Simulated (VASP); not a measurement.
# MgS (k07): single point with PBEsol

The system is MgS (k07).

```
Mg S
1.0
     0.00000    2.59087    2.59087
     2.59087    0.00000    2.59087
     2.59087    2.59087    0.00000
Mg S
1 1
Direct
  0.00000 0.00000 0.00000
  0.50000 0.50000 0.50000
```

```json
{
 "Program": "VASP 6.6.1",
 "Task": "single point",
 "Functional": "PBEsol",
 "Potentials or basis": "VASP PAW PBE potentials, release 64 (Mg, S)",
 "Cutoff": "520 eV",
 "k mesh": "10 × 10 × 10",
 "Occupations": "gaussian, width 0.01 eV",
 "Spin": "no spin polarisation"
}
```

| Property | Result |
| --- | --- |
| Pressure | -0.2 GPa |
| Band gap on the k mesh | 2.73 eV, indirect (least direct gap 3.69 eV) |

Levels at points of the mesh, in eV from the valence-band top:
| k point | band 1 | band 2 | band 3 | band 4 | band 5 | band 6 | band 7 | band 8 | band 9 |
| --- | --- | --- | --- | --- | --- | --- | --- | --- | --- |
| (0.00, 0.00, 0.00) | -12.76 | 0.00 | 0.00 | 0.00 | 3.69 | 7.85 | 7.85 | 7.85 | 10.33 |
| (0.50, 0.00, 0.00) | -11.40 | -4.96 | -0.61 | -0.61 | 4.42 | 6.84 | 6.84 | 10.20 | 12.04 |
| (0.50, 0.50, 0.00) | -11.01 | -4.33 | -1.74 | -1.74 | 2.73 | 4.20 | 11.99 | 12.86 | 13.39 |

Run time: 36 s on 1 thread of AMD EPYC 7R13, on a shared host, peak memory 0.13 GiB.

Caveat: the PAW data sets were made with another functional, which shifts forces and pressure a little. A k mesh can miss the band edges.
